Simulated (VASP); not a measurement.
A run of VASP 6.6.1 is set up as follows.

File POSCAR:

```
AlN
1.0
    0.0000000000      2.0345180000      2.0853809500
    2.0345180000      0.0000000000      2.0853809500
    2.0345180000      2.0345180000      0.0000000000
Al N
1 1
Direct
    0.5000000000      0.5000000000      0.5000000000
    0.0000000000      0.0000000000      0.0000000000
```

INCAR.step1

```
SYSTEM = AlN
ALGO = Normal
EDIFF = 1E-4
ENCUT = 520
GGA = PE
ISMEAR = 0
LASPH = .TRUE.
LCHARG = .FALSE.
LREAL = .FALSE.
LWAVE = .TRUE.
NBANDS = 11
NELM = 100
PREC = Accurate
SIGMA = 0.05
```

Contents of INCAR.step2:

```
SYSTEM = AlN
ALGO = Normal
EDIFF = 1E-6
ENCUT = 520
ISIF = 2
ISMEAR = 0
ISTART = 1
LASPH = .TRUE.
LCHARG = .FALSE.
LMIXTAU = .TRUE.
LREAL = .FALSE.
LWAVE = .FALSE.
METAGGA = R2SCAN
NBANDS = 11
NELM = 100
PREC = Accurate
SIGMA = 0.05
```

The input KPOINTS:

```
k-points
0
G
  10 10 10
  0 0 0
```

Potentials or basis: VASP PAW PBE potentials, release 64 (Al, N).

The run is started by

```bash
$ cat potpaw_PBE.64/Al/POTCAR potpaw_PBE.64/N/POTCAR > POTCAR
$ cp INCAR.step1 INCAR
$ mpirun -np 1 vasp_std > vasp.out
$ cp INCAR.step2 INCAR
$ mpirun -np 1 vasp_std > vasp.out
```

Q: What does it give for the pressure?

A: -12.5 GPa.

Q: Estimate the band gap on the k mesh.

A: 4.87 eV, indirect (least direct gap 5.75 eV).

Stress tensor (GPa, compression positive):
```
-10.87   0.00   0.00
  0.00 -10.87   0.00
  0.00   0.00 -15.82
```

Caveat: the cell differs from its parent crystal (strain +0.0250 x Voigt [0, 0, 1, 0, 0, 0]); the PAW data sets were made with another functional, which shifts forces and pressure a little. A k mesh can miss the band edges.
